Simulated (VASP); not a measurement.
## TaN: single point with r2SCAN

TaN:

```
CELL_PARAMETERS angstrom
0.00000 2.19648 2.19648
2.19648 0.00000 2.19648
2.19648 2.19648 0.00000
ATOMIC_POSITIONS crystal
Ta 0.50000 0.50000 0.50000
N 0.00000 0.00000 0.00000
```

```yaml
Program: VASP 6.6.1
Task: single point
Functional: r2SCAN
Potentials_or_basis: VASP PAW PBE potentials, release 64 (Ta_sv_GW, N)
Cutoff: 660 eV
k_mesh: 10 × 10 × 10
Occupations: fermi-dirac, width 0.05 eV
Spin: no spin polarisation
Dipole_correction: no
Second_run: valence_matched
Further_INCAR_settings: ALGO = Normal; EDIFF = 1e-06; NBANDS = 16
```

```
Pressure               : 0.6 GPa
Band gap on the k mesh : zero (band 9 reaches 15.86 eV, above the bottom of band 10 at 11.75 eV)
```

Levels at points of the mesh, in eV from the Fermi level:
```csv
k point,band 5,band 6,band 7,band 8,band 9,band 10,band 11,band 12,band 13,band 14
"(0.00, 0.00, 0.00)",-20.04,-4.17,-4.17,-4.17,-2.19,-2.19,-2.19,0.14,0.14,1.77
"(0.50, 0.00, 0.00)",-17.02,-10.87,-8.02,-8.02,1.92,1.92,2.05,4.01,7.85,7.85
"(0.50, 0.50, 0.00)",-18.81,-7.11,-5.65,-5.02,-5.02,2.23,3.55,3.55,4.74,7.43
```

Run time: 110 s on 1 thread of Intel(R) Xeon(R) Platinum 8259CL CPU @ 2.50GHz (Skylake/Cascade Lake) (shared host), peak memory 0.19 GiB.

Caveat: the PAW data sets were made with another functional, which shifts forces and pressure a little; spin-orbit coupling is left out, which moves the levels of the heavy elements.
